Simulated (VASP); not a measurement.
Input of a VASP 6.6.1 run:

Contents of INCAR:

```
PREC = Accurate ; ENCUT = 520
EDIFF = 1E-8 ; ISMEAR = -1
SIGMA = 0.02 ; LREAL = F
LASPH = T ; NELM = 60
ALGO = Normal ; ISIF = 2
LWAVE = F ; LCHARG = F
GGA = PS ; LEFG = T
NBANDS = 25
```

The input KPOINTS:

```
Automatic mesh
0
Gamma
  7 7 11
```

POSCAR

```
SiO2
1.0
    4.1667000000      0.0000000000      0.0000000000
    0.0000000000      4.1667000000      0.0000000000
    0.0000000000      0.0000000000      2.6645000000
Si O
2 4
Direct
    0.0000000000      0.0000000000      0.0000000000
    0.5000000000      0.5000000000      0.5000000000
    0.3052551835      0.3052551835      0.0000000000
    0.1947448165      0.8052551835      0.5000000000
    0.6947448165      0.6947448165      0.0000000000
    0.8052551835      0.1947448165      0.5000000000
```

Potentials or basis: VASP PAW PBE potentials, release 64 (Si, O).

Run with:

```sh
$ cat potpaw_PBE.64/Si/POTCAR potpaw_PBE.64/O/POTCAR > POTCAR
$ mpirun -np 1 vasp_std > vasp.out
```

**Question.** Estimate the pressure.

**Answer.** 6.4 GPa.

**Question.** Predict the largest force.

**Answer.** 0.008 eV/Å.

**Question.** Estimate the band gap on the k mesh.

**Answer.** 5.66 eV, direct.

Electric field gradients, principal values (V/Å²):
| atom | least | middle | greatest (by size) |
| --- | --- | --- | --- |
| 1 Si | -2.236 | -15.565 | 17.801 |
| 2 Si | -2.236 | -15.565 | 17.801 |
| 3 O | 45.305 | 61.947 | -107.252 |
| 4 O | 45.305 | 61.947 | -107.252 |
| 5 O | 45.305 | 61.947 | -107.252 |
| 6 O | 45.305 | 61.947 | -107.252 |

Caveat: without QUAD_EFG the Cq values of the log hold for a quadrupole moment of 1 mb, not for the nuclei; the PAW data sets were made with another functional, which shifts forces and pressure a little. A k mesh can miss the band edges.
